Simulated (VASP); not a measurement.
Set up this calculation in VASP 6.6.1, as the native input.

```
Task                    : single point
Functional              : PBE
Potentials or basis     : VASP PAW PBE potentials, release 64 (Tl_d)
Cutoff                  : 520 eV
k mesh                  : 10 × 10 × 10
Occupations             : fermi-dirac, width 0.05 eV
Spin                    : no spin polarisation
Dipole correction       : no
k mesh for the DOS      : 15 × 15 × 15
Occupations for the DOS : tetrahedron
Further INCAR settings  : ALGO = Normal; EDIFF = 1e-06; NBANDS = 20
```

Crystal: Tl.

```
CELL_PARAMETERS angstrom
0.00000 2.62314 2.62314
2.62314 0.00000 2.62314
2.62314 2.62314 0.00000
ATOMIC_POSITIONS crystal
Tl 0.87500 0.87500 0.87500
Tl 0.12500 0.12500 0.12500
```

This isn't the form of Tl at room conditions, which is hcp.

These files were run (other wordings do the same):

POSCAR

```
Tl
1.0
    0.0000000000      2.6231382014      2.6231382014
    2.6231382014      0.0000000000      2.6231382014
    2.6231382014      2.6231382014      0.0000000000
Tl
2
Direct
   -0.1250000000     -0.1250000000     -0.1250000000
    0.1250000000      0.1250000000      0.1250000000
```

INCAR.step1

```
PREC = Accurate
ENCUT = 520
EDIFF = 1E-6
ISMEAR = -1
SIGMA = 0.05
LREAL = False
LASPH = True
NELM = 80
ALGO = Normal
ISIF = 2
LWAVE = False
LCHARG = True
GGA = PE
NBANDS = 20
```

KPOINTS.step1

```
Automatic mesh
0
Gamma
  10 10 10
```

INCAR.step2

```
PREC = Accurate
ENCUT = 520
EDIFF = 1E-6
ISMEAR = -5
SIGMA = 0.05
LREAL = False
LASPH = True
NELM = 80
ALGO = Normal
ISIF = 2
LWAVE = False
LCHARG = False
GGA = PE
LORBIT = 11
NBANDS = 20
NEDOS = 1001
ICHARG = 11
```

KPOINTS.step2

```
Automatic mesh
0
Gamma
  15 15 15
```

Potentials or basis: VASP PAW PBE potentials, release 64 (Tl_d).

Launch:

```sh
$ cat potpaw_PBE.64/Tl_d/POTCAR > POTCAR
$ cp INCAR.step1 INCAR
$ cp KPOINTS.step1 KPOINTS
$ mpirun -np 1 vasp_std > vasp.out
$ cp INCAR.step2 INCAR
$ cp KPOINTS.step2 KPOINTS
$ mpirun -np 1 vasp_std > vasp.out
```

Results of the run:

| Item | Value |
| --- | --- |
| Valence electrons inside the program's atomic spheres | Tl 12.36 |

Wall time 99 s on 1 thread of AMD EPYC 7R13 (shared host), peak memory 0.17 GiB.
